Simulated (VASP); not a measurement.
Here is a VASP 6.6.1 calculation.

File POSCAR:

```
Ti2BiO3
1.0
    3.1144225854      0.0000000000      0.0000000000
   -1.5572112927      2.6971690771      0.0000000000
    0.0000000000      0.0000000000     12.1412346021
Ti Bi O
2 1 3
Direct
    0.6666666667      0.3333333333      0.1038848308
    0.3333333333      0.6666666667      0.8961151692
    0.0000000000      0.0000000000      0.5000000000
    0.0000000000      0.0000000000      0.0000000000
    0.6666666667      0.3333333333      0.8268068080
    0.3333333333      0.6666666667      0.1731931920
```

The input INCAR.step1:

```
ALGO = Normal
EDIFF = 1E-5
ENCUT = 660
GGA = PE
GGA_COMPAT = F
ISMEAR = 0
LASPH = T
LCHARG = F
LREAL = F
LWAVE = T
NBANDS = 38
NELM = 120
PREC = Accurate
SIGMA = 0.1
```

File INCAR.step2:

```
ALGO = Normal
EDIFF = 1E-6
ENCUT = 660
GGA_COMPAT = F
ISIF = 2
ISMEAR = 0
ISTART = 1
LASPH = T
LCHARG = F
LMIXTAU = T
LREAL = F
LWAVE = F
METAGGA = R2SCAN
NBANDS = 38
NELM = 120
PREC = Accurate
SIGMA = 0.1
```

Contents of KPOINTS:

```
k-points
0
Gamma
  12 12 4
```

Potentials or basis: VASP PAW PBE potentials, release 64 (Ti_sv, Bi_d, O).

Launch:

```console
$ cat potpaw_PBE.64/Ti_sv/POTCAR potpaw_PBE.64/Bi_d/POTCAR potpaw_PBE.64/O/POTCAR > POTCAR
$ cp INCAR.step1 INCAR
$ mpirun -np 1 vasp_std > vasp.out
$ cp INCAR.step2 INCAR
$ mpirun -np 1 vasp_std > vasp.out
```

**Question.** What does it give for the pressure?

**Answer.** -2.2 GPa.

**Question.** Predict the band gap on the k mesh.

**Answer.** Zero (an odd number of electrons rules out a gap without spin polarisation).

Forces in eV/Å, atoms in the order of the input:
```
Ti   0.000  0.000  0.135
Ti   0.000  0.000 -0.135
Bi   0.000  0.000  0.000
O    0.000  0.000  0.000
O    0.000  0.000  0.209
O    0.000  0.000 -0.209
```

Caveat: the PAW data sets were made with another functional, which shifts forces and pressure a little; spin-orbit coupling is left out, which moves the levels of the heavy elements; an odd number of electrons without spin polarisation forces a metal; a magnetic or distorted state may lie lower; semilocal functionals often make such compounds metallic where correlation or magnetic order opens a gap, which also shifts bond lengths.
